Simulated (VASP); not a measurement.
Set up this calculation in VASP 6.6.1, as the native input.

- Task: single point
- Functional: PBE
- Dispersion: D3(BJ)
- Potentials or basis: VASP PAW PBE potentials, release 64 (In_d, Se)
- Cutoff: 520 eV
- k mesh: 9 × 9 × 2
- Occupations: gaussian, width 0.03 eV
- Spin: no spin polarisation
- Dipole correction: no
- Further INCAR settings: ALGO = Normal; EDIFF = 1e-07; NBANDS = 48

The structure of InSe lies in POSCAR:

```
InSe
1.0
   -4.0317714842      0.0000000000      0.0000000000
   -2.0158857421     -3.4916165276      0.0000000000
    0.0000000000      0.0000000000     17.7623716544
In Se
4 4
Direct
    0.3333333333      0.3333333333      0.1572755401
    0.6666666667      0.6666666667      0.6291261460
    0.3333333333      0.3333333333      0.3145750658
    0.6666666667      0.6666666667      0.7864256717
    0.3333333333      0.3333333333      0.5566621036
    0.6666666667      0.6666666667      0.0848114977
    0.3333333333      0.3333333333      0.8588897141
    0.6666666667      0.6666666667      0.3870391082
```

This cell differs from its parent crystal: the distance across one plane changed.

These files were run (other wordings do the same):

INCAR

```
PREC = Accurate ; ENCUT = 520
EDIFF = 1E-7 ; ISMEAR = 0
SIGMA = 0.03 ; LREAL = False
LASPH = True ; NELM = 60
ALGO = Normal ; ISIF = 2
LWAVE = False ; LCHARG = False
GGA = PE ; IVDW = 12
NBANDS = 48
```

KPOINTS

```
Automatic mesh
0
Gamma
  9 9 2
```

Potentials or basis: VASP PAW PBE potentials, release 64 (In_d, Se).

The run is started by

```console
$ cat potpaw_PBE.64/In_d/POTCAR potpaw_PBE.64/Se/POTCAR > POTCAR
$ mpirun -np 1 vasp_std > vasp.out
```

Results of the run:

```
Pressure                   : -0.1 GPa
Largest force              : 0.114 eV/Å
Band gap on the k mesh     : 0.71 eV
Dispersion energy per atom : -0.279 eV
```

Caveat: the cell differs from its parent crystal (the distance across one plane changed); semilocal functionals underestimate gaps, and a narrow one can read as zero; spin-orbit coupling is left out, which moves the levels of the heavy elements.

Wall time 13 min on 1 thread of Intel Xeon 8259CL (shared host), peak memory 0.49 GiB.
